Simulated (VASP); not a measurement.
# LiSi16 (a cell with a defect) in VASP: notebook

LiSi16 (a cell with a defect) is run at these levels: r2SCAN; tasks: single point.

All numbers are computed with VASP 6.6.1; they aren't measurements. Logs are shortened: lines on timing, memory, paths and dates and some standing lists are left out, and cuts for length are marked.

## Step 1: The cell of the first run

The cell holds a defect, 17 atoms: a = 7.699 Å, b = 7.699 Å, c = 7.699 Å, α = 60.00°, β = 60.00°, γ = 60.00°.

## Step 2: Single point, r2SCAN

POSCAR

```
LiSi16
1.0
    0.0000000000      5.4437023800     -5.4437023800
    5.4437023800      5.4437023800      0.0000000000
    5.4437023800      0.0000000000     -5.4437023800
Si Li
16 1
Direct
    0.1186556419      0.1166007904      0.1186885239
    0.1301380844      0.6109380653      0.1301698643
    0.6129806090      0.1280885602      0.1301773959
    0.6242181815      0.6221580027      0.1307942555
    0.1301410236      0.1280834166      0.6130234107
    0.1307645882      0.6221566250      0.6242450933
    0.6242207532      0.1287061546      0.6242486754
    0.6330341484      0.6309932579      0.6330756642
    0.2505058882      0.7435635194      0.2505330756
    0.2426367953      0.2405918635      0.2426784949
    0.7444973507      0.7424384578      0.2661196184
    0.7456186464      0.2484458013      0.2505362903
    0.2660760818      0.7424408459      0.7445320697
    0.2505081845      0.2484448828      0.7456504262
    0.7567955065      0.7547362463      0.7568236124
    0.7444959730      0.2640369366      0.7445281202
   -0.0847942205     -0.0868082909     -0.0847337837
```

INCAR.step1

```
SYSTEM = LiSi16
ALGO = Normal ; EDIFF = 1E-4
ENCUT = 520 ; GGA = PE
ISMEAR = 0 ; LASPH = .TRUE.
LCHARG = .FALSE. ; LREAL = Auto
LWAVE = .TRUE. ; NBANDS = 48
NELECT = 66.0 ; NELM = 100
PREC = Accurate ; SIGMA = 0.02
```

INCAR.step2

```
SYSTEM = LiSi16
ALGO = Normal ; EDIFF = 1E-7
ENCUT = 520 ; ISIF = 2
ISMEAR = 0 ; ISTART = 1
LASPH = .TRUE. ; LCHARG = .TRUE.
LELF = .TRUE. ; LMIXTAU = .TRUE.
LREAL = Auto ; LVHAR = .TRUE.
LWAVE = .FALSE. ; METAGGA = R2SCAN
NBANDS = 48 ; NELECT = 66.0
NELM = 100 ; PREC = Accurate
SIGMA = 0.02
```

KPOINTS

```
k-points
0
G
  2 2 2
  0 0 0
```

Potentials or basis: VASP PAW PBE potentials, release 64 (Si, Li_sv).

Launch:

```console
cat potpaw_PBE.64/Si/POTCAR potpaw_PBE.64/Li_sv/POTCAR > POTCAR
cp INCAR.step1 INCAR
mpirun -np 1 vasp_std > vasp.out
cp INCAR.step2 INCAR
mpirun -np 1 vasp_std > vasp.out
```

OUTCAR:

```text
SYSTEM = LiSi16
   EDIFF = 1E-7
   ENCUT = 520
   ISIF = 2
   ISMEAR = 0
   ISTART = 1
   LASPH = .TRUE.
   LREAL = Auto
   METAGGA = R2SCAN
   NELECT = 66.0
   NELM = 100
   PREC = Accurate

 ion  position               nearest neighbor table
   1  0.119  0.117  0.119-  10 2.34  12 2.35   9 2.35  14 2.35
   2  0.130  0.611  0.130-  10 2.33   9 2.35  13 2.43  11 2.43  17 2.43
   3  0.613  0.128  0.130-  10 2.33  12 2.35  16 2.43  11 2.43  17 2.43
   4  0.624  0.622  0.131-  12 2.35   9 2.35  15 2.35  11 2.36
   5  0.130  0.128  0.613-  10 2.33  14 2.35  13 2.43  16 2.43  17 2.43
   6  0.131  0.622  0.624-  14 2.35   9 2.35  15 2.35  13 2.36
   7  0.624  0.129  0.624-  12 2.35  14 2.35  15 2.35  16 2.36
   8  0.633  0.631  0.633-  16 2.31  11 2.31  13 2.31  15 2.33
   9  0.251  0.744  0.251-   1 2.35   2 2.35   6 2.35   4 2.35
  10  0.243  0.241  0.243-   3 2.33   5 2.33   2 2.33   1 2.34
  11  0.744  0.742  0.266-   8 2.31  17 2.32   4 2.36   2 2.43   3 2.43
  12  0.746  0.248  0.251-   1 2.35   3 2.35   4 2.35   7 2.35
  13  0.266  0.742  0.745-   8 2.31  17 2.32   6 2.36   2 2.43   5 2.43
  14  0.251  0.248  0.746-   1 2.35   5 2.35   6 2.35   7 2.35
  15  0.757  0.755  0.757-   8 2.33   6 2.35   7 2.35   4 2.35
  16  0.744  0.264  0.745-   8 2.31  17 2.32   7 2.36   5 2.43   3 2.43
  17  0.915  0.913  0.915-  16 2.32  11 2.32  13 2.32   3 2.43   5 2.43   2 2.43

  LATTYP: Found a face centered cubic cell.
 ALAT       =    10.8874047600

  Lattice vectors:

 A1 = (   0.0000000000,   5.4437023800,  -5.4437023800)
 A2 = (   5.4437023800,   5.4437023800,   0.0000000000)
 A3 = (   5.4437023800,   0.0000000000,  -5.4437023800)

Analysis of symmetry for initial positions (statically):
=====================================================================
 Subroutine PRICEL returns:
 Original cell was already a primitive cell.

 Routine SETGRP: Setting up the symmetry group for a
 face centered cubic supercell.

 Subroutine GETGRP returns: Found  1 space group operations
 (whereof  1 operations were pure point group operations)
 out of a pool of 48 trial point group operations.

The static configuration has the point symmetry C_1 .

Analysis of symmetry for dynamics (positions and initial velocities):
=====================================================================
 Subroutine PRICEL returns:
 Original cell was already a primitive cell.

 Routine SETGRP: Setting up the symmetry group for a
 face centered cubic supercell.

 Subroutine GETGRP returns: Found  1 space group operations
 (whereof  1 operations were pure point group operations)
 out of a pool of 48 trial point group operations.

The dynamic configuration has the point symmetry C_1 .

 Subroutine INISYM returns: Found  1 space group operations
 (whereof  1 operations are pure point group operations),
 and found     1 'primitive' translations

----------------------------------------------------------------------------------------

                                     Primitive cell

  volume of cell :     322.6362

  direct lattice vectors                    reciprocal lattice vectors
     0.000000000  5.443702380 -5.443702380    -0.091849254  0.091849254 -0.091849254
     5.443702380  5.443702380  0.000000000     0.091849254  0.091849254  0.091849254
     5.443702380  0.000000000 -5.443702380     0.091849254 -0.091849254 -0.091849254

  length of vectors
     7.698557735  7.698557735  7.698557735     0.159087574  0.159087574  0.159087574

  position of ions in fractional coordinates (direct lattice)
     0.118655642  0.116600790  0.118688524
     0.130138084  0.610938065  0.130169864
     0.612980609  0.128088560  0.130177396
     0.624218181  0.622158003  0.130794255
     0.130141024  0.128083417  0.613023411
     0.130764588  0.622156625  0.624245093
[... 9 lines left out ...]
     0.744495973  0.264036937  0.744528120
     0.915205779  0.913191709  0.915266216

  ion indices of the primitive-cell ions
   primitive index   ion index
                 1           1
                 2           2
                 3           3
                 4           4
                 5           5
                 6           6
[... 9 lines left out ...]
                16          16
                17          17

----------------------------------------------------------------------------------------

 KPOINTS: k-points

Automatic generation of k-mesh.
 Grid dimensions read from file:
 generate k-points for:    2    2    2

 Generating k-lattice:

  Cartesian coordinates                     Fractional coordinates (reciprocal lattice)
    -0.045924627  0.045924627 -0.045924627     0.500000000  0.000000000  0.000000000
     0.045924627  0.045924627  0.045924627     0.000000000  0.500000000  0.000000000
     0.045924627 -0.045924627 -0.045924627     0.000000000  0.000000000  0.500000000

  Length of vectors
     0.079543787  0.079543787  0.079543787

  Shift w.r.t. Gamma in fractional coordinates (k-lattice)
     0.000000000  0.000000000  0.000000000

 Subroutine IBZKPT returns following result:
 ===========================================

 Found      8 irreducible k-points:

 Following reciprocal coordinates:
            Coordinates               Weight
  0.000000  0.000000  0.000000      1.000000
  0.500000  0.000000  0.000000      1.000000
  0.000000  0.500000  0.000000      1.000000
  0.000000  0.000000  0.500000      1.000000
  0.500000  0.500000  0.500000      1.000000
  0.500000  0.500000  0.000000      1.000000
  0.000000  0.500000  0.500000      1.000000
  0.500000  0.000000  0.500000      1.000000
   k-points           NKPTS =      8   k-points in BZ     NKDIM =      8   number of bands    NBANDS=     48
   number of dos      NEDOS =    301   number of ions     NIONS =     17
   total plane-waves  NPLWV = 216000
   dimension x,y,z NGX =    60 NGY =   60 NGZ =   60
   dimension x,y,z NGXF=   120 NGYF=  120 NGZF=  120
   ions per type =              16   1
   NGX,Y,Z   is equivalent  to a cutoff of  12.96, 12.96, 12.96 a.u.
   NGXF,Y,Z  is equivalent  to a cutoff of  25.91, 25.91, 25.91 a.u.
 SYSTEM =  LiSi16
   PREC   = accura    normal or accurate (medium, high low for compatibility)
   ISTART =      1    job   : 0-new  1-cont  2-samecut
   ICHARG =      0    charge: 1-file 2-atom 10-const
   ISPIN  =      1    spin polarized calculation?
   LNONCOLLINEAR =      F non collinear calculations
   LSORBIT =      F    spin-orbit coupling
   LASPH  =      T    aspherical Exc in radial PAW
   ENCUT  =  520.0 eV  38.22 Ry    6.18 a.u.  14.31 14.31 14.31*2*pi/ulx,y,z
   NELM   =    100;   NELMIN=  2; NELMDL=  0     # of ELM steps
   EDIFF  = 0.1E-06   stopping-criterion for ELM
   LREAL  =      T    real-space projection
   EDIFFG = 0.1E-05   stopping-criterion for IOM
   NSW    =      0    number of steps for IOM
   IBRION =     -1    ionic relax: 0-MD 1-quasi-New 2-CG
   NFREE  =      0    steps in history (QN), initial steepest desc. (CG)
   ISIF   =      2    stress and relaxation
   ISYM   =      2    0-nonsym 1-usesym 2-fastsym
   POTIM  = 0.5000    time-step for ionic-motion
   TEBEG  =    0.0;   TEEND  =   0.0 temperature during run
   PSTRESS=    0.0 pullay stress
   NELECT =      66.0000    total number of electrons
   NUPDOWN=      -1.0000    fix difference up-down
   EMIN   =  10.00;   EMAX   =-10.00  energy-range for DOS
   EFERMI =   0.00;   METHOD = LEGACY
   ISMEAR =     0;   SIGMA  =   0.02  broadening in eV -4-tet -1-fermi 0-gaus
   EFERMI_NEDOS =   21; number of points for ismear=-14 and -15
   IALGO  =     38    algorithm
   IMIX   =      4    mixing-type and parameters
     AMIX     =   0.40;   BMIX     =  1.00
     AMIX_MAG =   1.60;   BMIX_MAG =  1.00
  volume/ion in A,a.u.               =      18.98       128.07
  Fermi-wavevector in a.u.,A,eV,Ry     =   0.964610  1.822849 12.659847  0.930472
  Thomas-Fermi vector in A             =   2.094256
   LORBIT       =      0    0 simple, 1 ext, 2 COOP (PROOUT), +10 PAW based schemes
   METAGGA = R2SCAN    functional components
   LHFCALC =     F    Hartree Fock is set to
   AEXX    =    0.0000 exact exchange contribution
   IVDW    =     0    specifies the selected vdW correction
   LEPSILON=     F    determine dielectric tensor
   LRPA    =     F    only Hartree local field effects (RPA)
 non-spin polarized calculation
 Gauss-broadening in eV      SIGMA  =   0.02
  energy-cutoff  :      520.00
  volume of cell :      322.64
 maximum number of plane-waves:      8694
 NGX is ok and might be reduce to    60
   NGX = 29   NGY = 29   NGZ = 29

 number of electron      66.0000001 magnetization

 Free energy of the ion-electron system (eV)
  ---------------------------------------------------
  ext. energy  EPLUGINS =         0.00000000
  ---------------------------------------------------
  free energy    TOTEN  =      -147.30637464 eV

  energy without entropy =     -147.30637464  energy(sigma->0) =     -147.30637464

 E-fermi :   6.1340     XC(G=0):  -9.8637

 val. band max:        5.8825589582   @ k =   0.0000   0.0000   0.0000
 cond. band min:       6.4805418333   @ k =   0.0000   0.0000   0.0000
 fundamental gap:      0.5979828751
 Fermi energy:         6.1339783357

 k-point     1 :       0.0000    0.0000    0.0000
  band No.  band energies     occupation
      1     -42.1575      2.00000
      2      -6.5882      2.00000
      3      -4.2523      2.00000
      4      -4.1856      2.00000
      5      -4.1855      2.00000
      6      -4.1459      2.00000
[... 37 lines left out ...]
     44       8.3129      0.00000
     45       8.3131      0.00000

 k-point     2 :       0.5000    0.0000    0.0000
  band No.  band energies     occupation
      1     -42.1575      2.00000
      2      -5.8149      2.00000
      3      -5.7169      2.00000
      4      -3.9032      2.00000
      5      -3.8838      2.00000
      6      -3.7757      2.00000
[... 280 lines left out ...]
 k-point     8 :       0.5000    0.0000    0.5000
  band No.  band energies     occupation
      1     -42.1575      2.00000
      2      -5.5254      2.00000
      3      -5.4242      2.00000
      4      -4.5213      2.00000
      5      -4.4887      2.00000
      6      -4.4784      2.00000
[... 37 lines left out ...]
     44      10.4479      0.00000
     45      10.5103      0.00000
 [bands above 45 left out]

------------------------ aborting loop because EDIFF is reached ----------------------------------------

  FORCE on cell =-STRESS in cart. coord.  units (eV):
  Direction    XX          YY          ZZ          XY          YZ          ZX
  --------------------------------------------------------------------------------------
  -------------------------------------------------------------------------------------
  Total       -4.7097090     -4.7099402     -4.7062910     -0.9211556      0.9384295      0.9385781
  in kB      -23.3879168    -23.3890647    -23.3709432     -4.5743612      4.6601418      4.6608795
  external PRESSURE =     -23.3826415 kB  Pullay stress =       0.0000000 kB

 VOLUME and BASIS-vectors are now :
 -----------------------------------------------------------------------------
  energy-cutoff  :      520.00
  volume of cell :      322.64
      direct lattice vectors                 reciprocal lattice vectors
     0.000000000  5.443702380 -5.443702380    -0.091849254  0.091849254 -0.091849254
     5.443702380  5.443702380  0.000000000     0.091849254  0.091849254  0.091849254
     5.443702380  0.000000000 -5.443702380     0.091849254 -0.091849254 -0.091849254

 POSITION                                       TOTAL-FORCE (eV/Angst)
 -----------------------------------------------------------------------------------
      1.28085      1.28067     -1.29203         0.015415      0.015534     -0.018818
      4.03437      4.03420     -1.41704         0.054212      0.053795     -0.024722
      1.40592      4.03416     -4.04553         0.022120      0.053571     -0.058512
      4.09885      6.78490     -4.11006         0.046556     -0.017250     -0.050890
      4.03436      1.40570     -4.04557         0.053798      0.022228     -0.058419
      6.78504      4.09868     -4.11005        -0.017129      0.046469     -0.050714
[... 9 lines left out ...]
      5.49033      5.49015     -8.10580         0.017111      0.016907     -0.020594
      9.95358      9.95325     -9.96454        -0.414283     -0.412387      0.471380
 -----------------------------------------------------------------------------------
    total drift:                                0.018916      0.021223      0.045387

  FREE ENERGIE OF THE ION-ELECTRON SYSTEM (eV)
  ---------------------------------------------------
  free  energy   TOTEN  =      -147.3063746406 eV

  energy  without entropy=     -147.3063746406  energy(sigma->0) =     -147.30637464
```

It took 15 min on 1 thread of Intel Xeon Platinum 8124M at 3.00GHz (Skylake/Cascade Lake), shared host; peak memory 0.56 GiB.

What came out:

- Free energy: -147.3064 eV
- Largest force: 0.751 eV/Å

Forces in eV/Å, atoms in the order of the input:
```
Si   0.015  0.016 -0.019
Si   0.054  0.054 -0.025
Si   0.022  0.054 -0.059
Si   0.047 -0.017 -0.051
Si   0.054  0.022 -0.058
Si  -0.017  0.046 -0.051
Si   0.048  0.048  0.013
Si   0.042  0.042 -0.045
Si   0.025  0.025 -0.032
Si   0.031  0.031 -0.033
Si   0.015  0.021 -0.019
Si   0.025  0.025 -0.029
Si   0.021  0.015 -0.019
Si   0.026  0.024 -0.029
Si  -0.009 -0.009  0.004
Si   0.017  0.017 -0.021
Li  -0.414 -0.412  0.471
```

Levels at points of the mesh, in eV from the Fermi level:
```csv
k point,band 31,band 32,band 33,band 34,band 35,band 36
"(0.00, 0.00, 0.00)",-0.29,-0.25,-0.25,0.35,0.59,0.59
"(0.50, 0.00, 0.00)",-1.12,-1.06,-1.03,1.13,1.25,1.46
"(0.00, 0.50, 0.00)",-1.12,-1.06,-1.03,1.13,1.25,1.46
"(0.00, 0.00, 0.50)",-1.12,-1.06,-1.03,1.13,1.25,1.46
"(0.50, 0.50, 0.50)",-1.12,-1.00,-1.00,1.24,1.24,1.33
"(0.50, 0.50, 0.00)",-1.72,-1.65,-1.59,0.94,1.08,2.22
"(0.00, 0.50, 0.50)",-1.72,-1.65,-1.59,0.94,1.08,2.22
"(0.50, 0.00, 0.50)",-1.72,-1.65,-1.59,0.94,1.08,2.22
```

Caveat: the k points lie up to 0.50 Å⁻¹ apart; the cell carries a net charge on a neutralising background, which shifts energy and pressure; the cell is charged against a uniform background, so pressure and absolute levels hang on convention; the cutoff is under 1.25 times the usual one of these potentials, so pressure, stress and relaxed cells hold a basis-set (Pulay) error; the PAW data sets were made with another functional, which shifts forces and pressure a little.

## Step 3: Single point, r2SCAN

POSCAR

```
LiSi16
1.0
    0.0000000000      5.4437023800     -5.4437023800
    5.4437023800      5.4437023800      0.0000000000
    5.4437023800      0.0000000000     -5.4437023800
Si Li
16 1
Direct
    0.1206728352      0.1180878298      0.1206937768
    0.1285836277      0.6147648726      0.1286076922
    0.6173409686      0.1260056947      0.1286131113
    0.6240138169      0.6214256886      0.1312111593
    0.1285862913      0.1260027555      0.6173699930
    0.1311926057      0.6214242190      0.6240307171
    0.6240161131      0.1286060389      0.6240341155
    0.6316884649      0.6291187065      0.6317191426
    0.2500536225      0.7453198608      0.2500703391
    0.2447825776      0.2422045527      0.2448108671
    0.7461912347      0.7436043923      0.2643770544
    0.7479050499      0.2474656779      0.2500741967
    0.2643453664      0.7436054026      0.7462161258
    0.2500561024      0.2474641165      0.7479253486
    0.7551499353      0.7525594189      0.7551659171
    0.7461904080      0.2617757916      0.7462139214
   -0.1066086938     -0.1091536529     -0.1065627691
```

INCAR.step1

```
  PREC = Accurate
  ENCUT = 520
  ISMEAR = 0
  SIGMA = 0.02
  LREAL = Auto
  LASPH = T
  NELM = 100
  NBANDS = 48
  NELECT = 66.0
  GGA = PE
  ALGO = Normal
  EDIFF = 1E-4
  LWAVE = T
  LCHARG = F
```

INCAR.step2

```
  PREC = Accurate
  ENCUT = 520
  EDIFF = 1E-6
  ISMEAR = 0
  SIGMA = 0.02
  LREAL = Auto
  LASPH = T
  NELM = 100
  ALGO = Normal
  ISIF = 2
  LWAVE = F
  LCHARG = F
  METAGGA = R2SCAN
  LMIXTAU = T
  NBANDS = 48
  NELECT = 66.0
  ISTART = 1
```

KPOINTS

```
regular mesh
0
Gamma
  2 2 2
```

Potentials or basis: VASP PAW PBE potentials, release 64 (Si, Li_sv).

Launch:

```console
cat potpaw_PBE.64/Si/POTCAR potpaw_PBE.64/Li_sv/POTCAR > POTCAR
cp INCAR.step1 INCAR
mpirun -np 1 vasp_std > vasp.out
cp INCAR.step2 INCAR
mpirun -np 1 vasp_std > vasp.out
```

Run time: 16 min. Hardware: 1 thread of Intel Xeon Platinum 8124M at 3.00GHz (Skylake/Cascade Lake), shared host; peak memory 0.56 GiB.

The run converged. Its results:

```
Free energy   : -147.6376 eV
Largest force : 0.633 eV/Å
```

Forces on the atoms (eV/Å):
```
Si   0.034  0.034 -0.029
Si   0.052  0.052  0.008
Si  -0.002  0.052 -0.047
Si   0.043 -0.013 -0.037
Si   0.052 -0.002 -0.047
Si  -0.013  0.043 -0.037
Si   0.043  0.043  0.017
Si   0.025  0.025 -0.021
Si   0.036  0.036 -0.012
Si   0.050  0.050 -0.045
Si   0.011  0.051 -0.007
Si   0.017  0.036 -0.032
Si   0.052  0.011 -0.007
Si   0.036  0.017 -0.032
Si  -0.058 -0.058  0.061
Si   0.008  0.008 -0.051
Li  -0.386 -0.386  0.320
```

Levels at points of the mesh, in eV from the Fermi level:
```csv
k point,band 30,band 31,band 32,band 33,band 34,band 35,band 36,band 37
"(0.00, 0.00, 0.00)",-1.28,-0.16,-0.13,-0.13,0.65,0.73,0.73,0.81
"(0.50, 0.00, 0.00)",-1.00,-1.00,-0.91,-0.90,1.28,1.47,1.56,1.64
"(0.00, 0.50, 0.00)",-1.00,-1.00,-0.91,-0.90,1.28,1.47,1.56,1.64
"(0.00, 0.00, 0.50)",-1.00,-1.00,-0.91,-0.90,1.28,1.47,1.56,1.64
"(0.50, 0.50, 0.50)",-0.99,-0.99,-0.89,-0.89,1.38,1.41,1.41,1.78
"(0.50, 0.50, 0.00)",-1.58,-1.57,-1.52,-1.47,1.12,1.21,2.33,2.44
"(0.00, 0.50, 0.50)",-1.58,-1.57,-1.52,-1.47,1.12,1.21,2.33,2.44
"(0.50, 0.00, 0.50)",-1.58,-1.57,-1.52,-1.47,1.12,1.21,2.33,2.44
```

Caveat: the k points lie up to 0.50 Å⁻¹ apart; the cell carries a net charge on a neutralising background, which shifts energy and pressure; the cell is charged against a uniform background, so pressure and absolute levels hang on convention; the cutoff is under 1.25 times the usual one of these potentials, so pressure, stress and relaxed cells hold a basis-set (Pulay) error; the PAW data sets were made with another functional, which shifts forces and pressure a little.
